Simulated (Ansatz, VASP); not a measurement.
**Sn2PbO3 in VASP and in Ansatz**

```
Sn Pb O
1.0
     3.92384    0.00000    0.00000
     0.00000    3.92384    0.00000
     0.00000    0.00000   15.90307
Sn Pb O
4 2 6
Direct
  0.00000 0.50000 0.07191
  0.00000 0.50000 0.41244
  0.50000 0.00000 0.92809
  0.50000 0.00000 0.58756
  0.00000 0.50000 0.73730
  0.50000 0.00000 0.26270
  0.00000 0.00000 0.65889
  0.00000 0.00000 0.00000
  0.00000 0.00000 0.34111
  0.50000 0.50000 0.65889
  0.50000 0.50000 0.00000
  0.50000 0.50000 0.34111
```

Alike in both runs: functional PBE; k mesh 8 × 8 × 2; occupations gaussian, width 0.02 eV; no spin polarisation.

Ansatz relaxed the structure, and its values are those at the end. VASP's run is a single point on that final structure, the one shown.

|  | VASP | Ansatz |
| --- | --- | --- |
| version | VASP 6.6.1 | Ansatz 0.2.0 |
| potentials or method | VASP PAW PBE potentials, release 64 (Sn_d, Pb_d, O), cutoff 520 eV | scalar-relativistic, plane waves, PAW |
| valence electrons in the cell | 120 | 120 |

VASP gave:

* gap on the k mesh at the Fermi level (eV): 0.68
* least direct gap on the mesh (eV): 1.23
* pressure (GPa): 0.1
* rms of the force components (eV/Å): 0.026

Which values does Ansatz return?

gap on the k mesh at the Fermi level (eV): 0.69; least direct gap on the mesh (eV): 1.27; pressure (GPa): 0.0; rms of the force components (eV/Å): 0.001.

Spin-orbit coupling is off throughout.
